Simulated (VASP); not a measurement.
# SrCuB5 (P3m1) in VASP: notebook

SrCuB5 is run at these levels: PBE; tasks: single point, relaxation of cell and atoms.

Everything below comes from runs of VASP 6.6.1. Logs are shortened: lines on timing, memory, paths and dates and some standing lists are left out, and cuts for length are marked.

### Step 1. The cell of the first run

It takes space group P3m1 (No. 156, trigonal). Conventional cell: a = 4.541 Å, b = 4.541 Å, c = 5.716 Å, α = 90.00°, β = 90.00°, γ = 120.00°. Sr (site symmetry 3m) has 11 B at 2.84 to 3.46 Å and 3 Cu at 3.71 Å within 3.8 Å. Within 3.3 Å of Cu (site symmetry 3m) lie 12 B at 2.33 to 3.21 Å. Within 2.2 Å of B (site symmetry m) lie 4 B at 1.63 to 1.74 Å. B (site symmetry 3m) has 3 B at 1.74 Å within 2.3 Å. B (site symmetry 3m) has 3 B at 1.63 Å within 2.2 Å.

The cell was generated, and may not be a known phase.

### Step 2. Single point, PBE

Input file INCAR:

```
SYSTEM = SrCuB5
PREC = Accurate
ENCUT = 520
EDIFF = 1E-6
ISMEAR = 0
SIGMA = 0.1
LREAL = .FALSE.
LASPH = .TRUE.
NELM = 100
ALGO = Normal
ISIF = 2
LWAVE = .FALSE.
LCHARG = .FALSE.
GGA = PE
NBANDS = 27
```

Input file KPOINTS:

```
regular mesh
0
G
  12 12 8
  0 0 0
```

Input file POSCAR:

```
SrCuB5
1.0
    4.5413977091      0.0000000000      0.0000000000
   -2.2706988546      3.9329657848      0.0000000000
    0.0000000000      0.0000000000      5.7163744444
Sr Cu B
1 1 5
Direct
    0.6666666667      0.3333333333      0.6968336209
    0.0000000000      0.0000000000      0.1561635675
    0.4601026954      0.9202053908      0.2310444827
    0.0797946092      0.5398973046      0.2310444827
    0.4601026954      0.5398973046      0.2310444827
    0.3333333333      0.6666666667      0.4801436216
    0.6666666667      0.3333333333      0.2006394218
```

Potentials or basis: VASP PAW PBE potentials, release 64 (Sr_sv, Cu, B).

Launch:

```sh
$ cat potpaw_PBE.64/Sr_sv/POTCAR potpaw_PBE.64/Cu/POTCAR potpaw_PBE.64/B/POTCAR > POTCAR
$ mpirun -np 1 vasp_std > vasp.out
```

OUTCAR:

```text
SYSTEM = SrCuB5
   PREC = Accurate
   ENCUT = 520
   EDIFF = 1E-6
   ISMEAR = 0
   LREAL = .FALSE.
   LASPH = .TRUE.
   NELM = 100
   ISIF = 2
   GGA = PE

 ion  position               nearest neighbor table
   1  0.667  0.333  0.697-   7 2.84   7 2.88   6 2.90   6 2.90   6 2.90   4 3.12   3 3.12   5 3.12
                             4 3.46   3 3.46   5 3.46   2 3.71   2 3.71   2 3.71
   2  0.000  0.000  0.156-   3 2.33   5 2.33   3 2.33   5 2.33   4 2.33   4 2.33   1 3.71   1 3.71
                             1 3.71
   3  0.460  0.920  0.231-   7 1.63   4 1.73   5 1.73   6 1.74   2 2.33   2 2.33   1 3.12   1 3.46

   4  0.080  0.540  0.231-   7 1.63   5 1.73   3 1.73   6 1.74   2 2.33   2 2.33   1 3.12   1 3.46

   5  0.460  0.540  0.231-   7 1.63   4 1.73   3 1.73   6 1.74   2 2.33   2 2.33   1 3.12   1 3.46

   6  0.333  0.667  0.480-   4 1.74   3 1.74   5 1.74   1 2.90   1 2.90   1 2.90
   7  0.667  0.333  0.201-   4 1.63   3 1.63   5 1.63   1 2.84   1 2.88

  LATTYP: Found a hexagonal cell.
 ALAT       =     4.5413977091
 C/A-ratio  =     1.2587257956

  Lattice vectors:

 A1 = (   4.5413977091,   0.0000000000,   0.0000000000)
 A2 = (  -2.2706988546,   3.9329657848,   0.0000000000)
 A3 = (   0.0000000000,   0.0000000000,   5.7163744444)

Analysis of symmetry for initial positions (statically):
=====================================================================
 Subroutine PRICEL returns:
 Original cell was already a primitive cell.

 Routine SETGRP: Setting up the symmetry group for a
 hexagonal supercell.

 Subroutine GETGRP returns: Found  6 space group operations
 (whereof  6 operations were pure point group operations)
 out of a pool of 24 trial point group operations.

The static configuration has the point symmetry C_3v.

Analysis of symmetry for dynamics (positions and initial velocities):
=====================================================================
 Subroutine PRICEL returns:
 Original cell was already a primitive cell.

 Routine SETGRP: Setting up the symmetry group for a
 hexagonal supercell.

 Subroutine GETGRP returns: Found  6 space group operations
 (whereof  6 operations were pure point group operations)
 out of a pool of 24 trial point group operations.

The dynamic configuration has the point symmetry C_3v.

 Subroutine INISYM returns: Found  6 space group operations
 (whereof  6 operations are pure point group operations),
 and found     1 'primitive' translations

----------------------------------------------------------------------------------------
[... 97 lines left out ...]
   ISPIN  =      1    spin polarized calculation?
   LNONCOLLINEAR =      F non collinear calculations
   LSORBIT =      F    spin-orbit coupling
   LASPH  =      T    aspherical Exc in radial PAW
   ENCUT  =  520.0 eV  38.22 Ry    6.18 a.u.   8.44  8.44 10.63*2*pi/ulx,y,z
   NELM   =    100;   NELMIN=  2; NELMDL= -5     # of ELM steps
   EDIFF  = 0.1E-05   stopping-criterion for ELM
   LREAL  =      F    real-space projection
[... 7 lines left out ...]
   TEBEG  =    0.0;   TEEND  =   0.0 temperature during run
   PSTRESS=    0.0 pullay stress
   NELECT =      36.0000    total number of electrons
   NUPDOWN=      -1.0000    fix difference up-down
   EMIN   =  10.00;   EMAX   =-10.00  energy-range for DOS
   EFERMI =   0.00;   METHOD = LEGACY
   ISMEAR =     0;   SIGMA  =   0.10  broadening in eV -4-tet -1-fermi 0-gaus
   EFERMI_NEDOS =   21; number of points for ismear=-14 and -15
   IALGO  =     38    algorithm
   IMIX   =      4    mixing-type and parameters
     AMIX     =   0.40;   BMIX     =  1.00
     AMIX_MAG =   1.60;   BMIX_MAG =  1.00
  volume/ion in A,a.u.               =      14.59        98.43
  Fermi-wavevector in a.u.,A,eV,Ry     =   1.156553  2.185568 18.199355  1.337615
  Thomas-Fermi vector in A             =   2.293172
   LORBIT       =      0    0 simple, 1 ext, 2 COOP (PROOUT), +10 PAW based schemes
   GGA     = PE    functional components
   LHFCALC =     F    Hartree Fock is set to
   AEXX    =    0.0000 exact exchange contribution
   IVDW    =     0    specifies the selected vdW correction
   LEPSILON=     F    determine dielectric tensor
   LRPA    =     F    only Hartree local field effects (RPA)
 non-spin polarized calculation
 Gauss-broadening in eV      SIGMA  =   0.10
  energy-cutoff  :      520.00
  volume of cell :      102.10
 maximum number of plane-waves:      2782
 NGX is ok and might be reduce to    36
   NGX = 17   NGY = 17   NGZ = 21

 number of electron      36.0000006 magnetization

 Free energy of the ion-electron system (eV)
  ---------------------------------------------------
  ext. energy  EPLUGINS =         0.00000000
  ---------------------------------------------------
  free energy    TOTEN  =       -36.30413265 eV

  energy without entropy =      -36.29783067  energy(sigma->0) =      -36.30098166

 E-fermi :   3.1156     XC(G=0):  -9.5321

 val. band max:        3.1116767888   @ k =   0.1667  -0.0000   0.1250
 cond. band min:       3.1270772837   @ k =   0.2500   0.2500   0.0000
 fundamental gap:      0.0154004950
 Fermi energy:         3.1156346820

 k-point     1 :       0.0000    0.0000    0.0000
  band No.  band energies     occupation
      1     -31.9152      2.00000
      2     -14.0047      2.00000
      3     -13.9143      2.00000
      4     -13.9143      2.00000
      5     -10.0193      2.00000
      6      -5.4635      2.00000
[... 709 lines left out ...]
     26       9.2015      0.00000
     27       9.3435      0.00000

 [... further k-points ...]
[... 5 lines left out ...]
  --------------------------------------------------------------------------------------
  -------------------------------------------------------------------------------------
  Total        0.1293402      0.1293402      0.1002622     -0.0000000      0.0000000      0.0000000
  in kB        2.0296149      2.0296149      1.5733208     -0.0000000      0.0000000      0.0000000
  external PRESSURE =       1.8775169 kB  Pullay stress =       0.0000000 kB

 VOLUME and BASIS-vectors are now :
 -----------------------------------------------------------------------------
  energy-cutoff  :      520.00
  volume of cell :      102.10
      direct lattice vectors                 reciprocal lattice vectors
     4.541397709  0.000000000  0.000000000     0.220196526  0.127130524  0.000000000
    -2.270698855  3.932965785  0.000000000     0.000000000  0.254261047  0.000000000
     0.000000000  0.000000000  5.716374444     0.000000000  0.000000000  0.174936056

 POSITION                                       TOTAL-FORCE (eV/Angst)
 -----------------------------------------------------------------------------------
      2.27070      1.31099      3.98336        -0.000000     -0.000000      0.014221
      0.00000      0.00000      0.89269        -0.000000     -0.000000     -0.001680
     -0.00000      3.61914      1.32074        -0.000000      0.003243      0.000098
     -0.86357      2.12340      1.32074        -0.002808     -0.001621      0.000098
      0.86357      2.12340      1.32074         0.002808     -0.001621      0.000098
     -0.00000      2.62198      2.74468        -0.000000     -0.000000     -0.001831
      2.27070      1.31099      1.14693        -0.000000     -0.000000     -0.011004
 -----------------------------------------------------------------------------------
    total drift:                                0.000001      0.000000     -0.000117

  FREE ENERGIE OF THE ION-ELECTRON SYSTEM (eV)
  ---------------------------------------------------
  free  energy   TOTEN  =       -36.3041326509 eV

  energy  without entropy=      -36.2978306739  energy(sigma->0) =      -36.30098166
```

stdout:

```text
POSCAR found type information on POSCAR SrCuB
 POSCAR found :  3 types and       7 ions
 scaLAPACK will be used
 LDA part: xc-table for (Slater+PW92), standard interpolation
 POSCAR, INCAR and KPOINTS ok, starting setup
 FFT: planning ... GRIDC
 FFT: planning ... GRID_SOFT
 FFT: planning ... GRID
 WAVECAR not read
 entering main loop
```

Wall time 13 min (1 thread of Intel Xeon Platinum 8259CL at 2.50GHz (Skylake/Cascade Lake), shared host); peak memory 0.5 GiB.

What came out:

```
Free energy            : -36.3041 eV
Pressure               : 0.2 GPa
Largest force          : 0.014 eV/Å
Band gap on the k mesh : zero (bands 18 and 19 overlap by 1.20 eV)
```

Forces on the atoms (eV/Å):
```
Sr   0.000  0.000  0.014
Cu   0.000  0.000 -0.002
B    0.000  0.003  0.000
B   -0.003 -0.002  0.000
B    0.003 -0.002  0.000
B    0.000  0.000 -0.002
B    0.000  0.000 -0.011
```

### Step 3. Relaxation of cell and atoms, PBE

Input file INCAR:

```
  PREC = Accurate
  ENCUT = 600
  EDIFF = 1E-6
  ISMEAR = 0
  SIGMA = 0.1
  LREAL = False
  LASPH = True
  NELM = 100
  ALGO = Normal
  ISIF = 3
  LWAVE = False
  LCHARG = False
  GGA = PE
  IBRION = 2
  NSW = 100
  EDIFFG = -0.01
```

Input file KPOINTS:

```
regular mesh
0
Gamma
  12 12 8
```

Input file POSCAR:

```
SrCuB5
1.0
    4.5396273868      0.0000000000      0.0000000000
   -2.2698136934      3.9314326407      0.0000000000
    0.0000000000      0.0000000000      5.7235119165
Sr Cu B
1 1 5
Direct
    0.6666666667      0.3333333333      0.6960492865
    0.0000000000      0.0000000000      0.1609541332
    0.4600201291      0.9200402583      0.2306917071
    0.0799597417      0.5399798709      0.2306917071
    0.4600201291      0.5399798709      0.2306917071
    0.3333333333      0.6666666667      0.4802618335
    0.6666666667      0.3333333333      0.1975733054
```

Potentials or basis: VASP PAW PBE potentials, release 64 (Sr_sv, Cu, B).

Launch:

```sh
$ cat potpaw_PBE.64/Sr_sv/POTCAR potpaw_PBE.64/Cu/POTCAR potpaw_PBE.64/B/POTCAR > POTCAR
$ mpirun -np 1 vasp_std > vasp.out
```

Wall time 48 min (1 thread of Intel Xeon Platinum 8259CL at 2.50GHz (Skylake/Cascade Lake), shared host); peak memory 0.55 GiB.

It converged, with:

```yaml
Free_energy: -36.3084 eV
Relaxed_volume: 14.61 Å³/atom
Relaxed_cell: a = 4.543 Å, b = 4.543 Å, c = 5.723 Å, α = 90.00°, β = 90.00°, γ = 120.00°
Space_group_after_relaxing_to_0.1_Å: P3m1 (No. 156)
Energy_gained_by_relaxing: 0.3 meV/atom
Ionic_steps: 16
Pressure_after_relaxing: 0.0 GPa
Largest_force_after_relaxing: 0.009 eV/Å
Band_gap_on_the_k_mesh: zero (bands 18 and 19 overlap by 1.20 eV)
```

Forces on the atoms (eV/Å):
```
Sr   0.000  0.000 -0.002
Cu   0.000  0.000 -0.008
B    0.000  0.009  0.002
B   -0.008 -0.005  0.002
B    0.008 -0.005  0.002
B    0.000  0.000  0.009
B    0.000  0.000 -0.005
```

Step by step:
```tsv
step	energy change (eV)	largest force (eV/Å)	pressure (GPa)	volume (Å³)
1	0.0000	0.1215	0.14	102.15
2	-0.0007	0.0656	-0.07	102.34
3	-0.0008	0.0652	-0.11	102.43
4	-0.0012	0.0439	-0.10	102.44
5	-0.0012	0.0420	-0.13	102.45
6	-0.0013	0.0395	0.06	102.33
7	-0.0014	0.0385	0.06	102.30
8	-0.0014	0.0372	0.14	102.24
9	-0.0015	0.0293	0.14	102.24
10	-0.0015	0.0402	0.10	102.25
11	-0.0017	0.0188	0.08	102.31
12	-0.0017	0.0284	0.00	102.36
13	-0.0017	0.0233	-0.04	102.35
14	-0.0017	0.0140	-0.06	102.33
15	-0.0017	0.0110	0.03	102.30
16	-0.0018	0.0094	0.05	102.28
```

Final structure:
```
Sr Cu B
1.0
     4.54264    0.00000    0.00000
    -2.27132    3.93404    0.00000
     0.00000    0.00000    5.72323
Sr Cu B
1 1 5
Direct
  0.66667 0.33333 0.69722
  0.00000 0.00000 0.15698
  0.46006 0.92012 0.23079
  0.07988 0.53994 0.23079
  0.46006 0.53994 0.23079
  0.33333 0.66667 0.47970
  0.66667 0.33333 0.20064
```

Levels at points of the mesh, in eV from the Fermi level:
```csv
k point,band 15,band 16,band 17,band 18,band 19,band 20,band 21,band 22
"(0.00, 0.00, 0.00)",-2.19,-2.05,-2.05,0.60,0.60,1.54,2.67,3.57
"(0.50, 0.00, 0.00)",-1.88,-1.44,-0.78,-0.50,0.75,1.78,2.12,3.71
"(0.00, 0.00, 0.50)",-2.04,-2.04,-1.48,0.47,0.47,1.01,1.67,3.51
"(0.50, 0.00, 0.50)",-2.20,-1.32,-0.67,-0.09,0.87,1.03,2.81,3.43
```
